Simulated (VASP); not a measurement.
A run of VASP 6.6.1:

INCAR

```
SYSTEM = Sb
ALGO = Normal
EDIFF = 1E-8
ENCUT = 520
GGA = PS
ISIF = 2
ISMEAR = -1
LASPH = .True.
LCHARG = .False.
LEFG = .True.
LREAL = .False.
LWAVE = .False.
NBANDS = 12
NELM = 100
PREC = Accurate
SIGMA = 0.05
```

File KPOINTS:

```
k-points
0
Gamma
  12 12 7
  0 0 0
```

The input POSCAR:

```
Sb
1.0
    3.3690001795      0.0168450009      0.0168450009
   -1.6699118911      2.9092172404      0.0061656983
    0.0266500000      0.0266500000      5.3300000000
Sb
2
Direct
    0.3333333333      0.6666666667      0.2500000000
    0.6666666667      0.3333333333      0.7500000000
```

Potentials or basis: VASP PAW PBE potentials, release 64 (Sb).

Command:

```console
$ cat potpaw_PBE.64/Sb/POTCAR > POTCAR
$ mpirun -np 1 vasp_std > vasp.out
```

Hardware: 1 thread of Intel(R) Xeon(R) Platinum 8559C (Emerald Rapids), on a shared host.

Estimate the wall time of this run.

Wall time 110 s on 1 thread of Intel(R) Xeon(R) Platinum 8559C (Emerald Rapids) (shared host), peak memory 0.39 GiB. Counts: scf iterations 12, k points 506.
